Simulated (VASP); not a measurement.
Ta, 2 atoms in the cell. Symmetry: P6_3/mmc, No. 194, hexagonal system. Conventional cell: a = 2.900 Å, b = 2.900 Å, c = 5.166 Å, α = 90.00°, β = 90.00°, γ = 120.00°. Within 3.8 Å of Ta (site symmetry -6m2) lie 12 Ta at 2.90 to 3.08 Å. 

```yaml
Program: VASP 6.6.1
Task: single point
Functional: LDA
Potentials_or_basis: VASP PAW LDA potentials, release 64 (Ta_pv)
Cutoff: 520 eV
k_mesh: 13 × 13 × 7
Occupations: fermi-dirac, width 0.05 eV
Spin: no spin polarisation
Dipole_correction: no
Further_INCAR_settings: ALGO = Normal; EDIFF = 1e-06; NBANDS = 18
```

Potentials or basis: VASP PAW LDA potentials, release 64 (Ta_pv).

Launch:

```bash
$ cat potpaw_LDA.64/Ta_pv/POTCAR > POTCAR
$ mpirun -np 1 vasp_std > vasp.out
```

Hardware: 1 thread of AMD EPYC 7R43 64-Core Processor (Zen 3) (shared host).

Question: How long does it take, and how much memory?

Answer: It took 77 s on 1 thread of AMD EPYC 7R43 64-Core Processor (Zen 3), on a shared host, peak memory 0.13 GiB. Counts: scf iterations 11, k points 84.
